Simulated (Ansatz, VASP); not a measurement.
InAs: VASP beside Ansatz

```
In As
1.0
     0.00000    3.06543    2.94281
     3.06543    0.00000    2.94281
     3.06543    3.06543    0.00000
In As
1 1
Direct
  0.00000 0.00000 0.00000
  0.75000 0.75000 0.75000
```

Alike in both runs: task single point; functional r2SCAN; k mesh 10 × 10 × 10; occupations gaussian, width 0.03 eV; no spin polarisation.

|  | VASP | Ansatz |
| --- | --- | --- |
| version | VASP 6.6.1 | Ansatz 0.2.0 |
| potentials or method | VASP PAW PBE potentials, release 64 (In_d, As), cutoff 520 eV | scalar-relativistic, plane waves, PAW |
| valence electrons in the cell | 18 | 28 |

```csv
,VASP,Ansatz,Ansatz less VASP
gap on the k mesh at the Fermi level (eV),0.11,0.11,+0.001
least direct gap on the mesh (eV),0.11,0.11,+0.001
pressure (GPa),1.8,1.8,0.00
"traceless stress, the component that is largest in VASP (GPa)",0.92,0.92,-0.003
```

VASP's potentials were made for PBE, not for r2SCAN. VASP's potentials hold 18 valence electrons a cell and Ansatz's 28, so a difference there can come from the potentials and not from the codes.
